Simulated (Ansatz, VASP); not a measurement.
## One calculation of Ti, two programs

```
Ti
1.0
    -1.68725    1.68725    1.55227
     1.68725   -1.68725    1.55227
     1.68725    1.68725   -1.55227
Ti
1
Direct
  0.00000 0.00000 0.00000
```

Alike in both runs: task single point; functional PBE; k mesh 22 × 22 × 22; occupations gaussian, width 0.15 eV; no spin polarisation.

```csv
,VASP,Ansatz
version,VASP 6.6.1,Ansatz 0.2.0
potentials or method,"VASP PAW PBE potentials, release 64 (Ti_sv), cutoff 520 eV","scalar-relativistic, plane waves, PAW"
valence electrons in the cell,12,12
```

|  | VASP | Ansatz | Ansatz less VASP |
| --- | --- | --- | --- |
| gap on the k mesh at the Fermi level (eV) | none | none | - |
| pressure (GPa) | -2.5 | -2.3 | +0.22 |
| traceless stress, the component that is largest in VASP (GPa) | -1.47 | -1.45 | +0.014 |

A gap of «none» marks a metal or a gap that the smearing closes.
